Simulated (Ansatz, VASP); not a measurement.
# LiCl in VASP and in Ansatz

```
Li Cl
1.0
     0.00000    2.57541    2.57541
     5.15082    2.57541   -2.57541
    -5.15082    2.57541   -2.57541
Li Cl
4 4
Direct
  0.00000 0.25000 0.75000
  0.50000 0.75000 0.75000
  0.50000 0.25000 0.25000
  0.00000 0.75000 0.25000
  0.00000 0.00000 0.00000
  0.50000 0.50000 0.00000
  0.50000 0.00000 0.50000
  0.00000 0.50000 0.50000
```

Alike in both runs: task single point; functional PBE; k mesh 4 × 2 × 2; occupations gaussian, width 0.1 eV; no spin polarisation.

|  | VASP | Ansatz |
| --- | --- | --- |
| version | VASP 6.6.1 | Ansatz 0.2.0 |
| potentials or method | VASP PAW PBE potentials, release 64 (Li_sv, Cl), cutoff 520 eV | scalar-relativistic, plane waves, PAW |
| valence electrons in the cell | 40 | 40 |

VASP gave:

```
gap on the k mesh at the Fermi level (eV) : 6.27
least direct gap on the mesh (eV)         : 6.27
```

Which values does Ansatz return?

gap on the k mesh at the Fermi level (eV): 6.26; least direct gap on the mesh (eV): 6.26.

The k mesh is coarse, so the values compare programs but aren't converged. Noted on VASP's run: the cutoff is short for stress, so the pressure is rough.
